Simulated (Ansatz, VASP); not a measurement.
# Two plane-wave programs on Al2Pt

File INCAR:

```
PREC = Accurate
ENCUT = 520
EDIFF = 1E-6
ISMEAR = 0
SIGMA = 0.1
LREAL = False
LASPH = True
NELM = 100
ALGO = Fast
ISIF = 2
LWAVE = False
LCHARG = True
GGA = PE
LELF = True
LVHAR = True
NBANDS = 25
```

Contents of KPOINTS:

```
regular mesh
0
Gamma
  6 6 4
```

The input POSCAR:

```
Al2Pt
1.0
    4.0217139900      0.0000000000      0.0000000000
   -2.0108569900      3.4829064800      0.0000000000
    0.0000000000      0.0000000000      6.5904656600
Al Pt
4 2
Direct
    0.4902078500      0.0000000000      0.7217556700
    0.0000000000      0.4902078500      0.7217556700
    0.5097921500      0.5097921500      0.7217556700
    0.0000000000      0.0000000000      0.1463672300
    0.3333333300      0.6666666700      0.0090575300
    0.6666666700      0.3333333300      0.0090575300
```

Input for Ansatz:

```yaml
crystal:
  lattice:
    - [4.02171399, 0.0, 0.0]
    - [-2.01085699, 3.48290648, 0.0]
    - [0.0, 0.0, 6.59046566]
  atoms:
    - { symbol: Al, position: [0.49020785, 0.0, 0.72175567] }
    - { symbol: Al, position: [0.0, 0.49020785, 0.72175567] }
    - { symbol: Al, position: [0.50979215, 0.50979215, 0.72175567] }
    - { symbol: Al, position: [0.0, 0.0, 0.14636723] }
    - { symbol: Pt, position: [0.33333333, 0.66666667, 0.00905753] }
    - { symbol: Pt, position: [0.66666667, 0.33333333, 0.00905753] }
basis:
  ecutwfc: 420
kpoints:
  mp_grid: { grid: [6, 6, 4] }
hamiltonian:
  xc: pbe
scf:
  occupations: { method: gaussian, width: 0.1 }
  lower_state_search: "off"
output:
  forces: true
  stress: true
  eigenvalues: true
```

Alike in both runs: task single point; functional PBE; k mesh 6 × 6 × 4; occupations gaussian, width 0.1 eV; no spin polarisation.

```csv
,VASP,Ansatz
version,VASP 6.6.1,Ansatz 0.2.0
potentials or method,"VASP PAW PBE potentials, release 64 (Al, Pt), cutoff 520 eV","scalar-relativistic, plane waves, PAW"
valence electrons in the cell,32,48
```

|  | VASP | Ansatz | Ansatz less VASP |
| --- | --- | --- | --- |
| gap on the k mesh at the Fermi level (eV) | none | none | - |
| rms of the force components (eV/Å) | 3.818 | 3.784 | -0.0331 |

Atom by atom the forces differ by 0.033 eV/Å (rms over components). A gap of «none» marks a metal or a gap that the smearing closes. The functional is the same, so the differences come from potentials, cutoffs and numerics. VASP's potentials hold 32 valence electrons a cell and Ansatz's 48, so a difference there can come from the potentials and not from the codes.

Neither program's run includes spin-orbit coupling.
